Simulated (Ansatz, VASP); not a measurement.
# Sn4Se5: VASP beside Ansatz

```xyz
9
Lattice="4.2041 0.0000 0.0000 -2.1021 3.6409 0.0000 0.0000 0.0000 28.7306" Properties=species:S:1:pos:R:3 pbc="T T T"
Se    0.0000    2.4272    7.8780
Se    0.0000    0.0000   11.1681
Se    2.1021    1.2136   14.3653
Se    0.0000    2.4272   17.5624
Se    0.0000    0.0000   20.8525
Sn    2.1021    1.2136    9.2344
Sn    0.0000    2.4272   12.6743
Sn    0.0000    0.0000   16.0563
Sn    2.1021    1.2136   19.4962
```

Alike in both runs: functional PBEsol; k mesh 9 × 9 × 1; occupations gaussian, width 0.05 eV; no spin polarisation.

Ansatz relaxed the structure, and its values are those at the end. VASP's run is a single point on that final structure, the one shown.

```csv
,VASP,Ansatz
version,VASP 6.6.1,Ansatz 0.2.0
potentials or method,"VASP PAW PBE potentials, release 64 (Se, Sn_d), cutoff 520 eV","scalar-relativistic, plane waves, PAW"
valence electrons in the cell,86,136
```

```csv
,VASP,Ansatz,Ansatz less VASP
gap on the k mesh at the Fermi level (eV),none,none,-
rms of the force components (eV/Å),0.006,0.001,-0.0049
```

VASP's potentials were made for PBE, not for PBEsol. A gap of «none» marks a metal or a gap that the smearing closes. The functional is the same, so the differences come from potentials, cutoffs and numerics. VASP's potentials hold 86 valence electrons a cell and Ansatz's 136, so a difference there can come from the potentials and not from the codes.
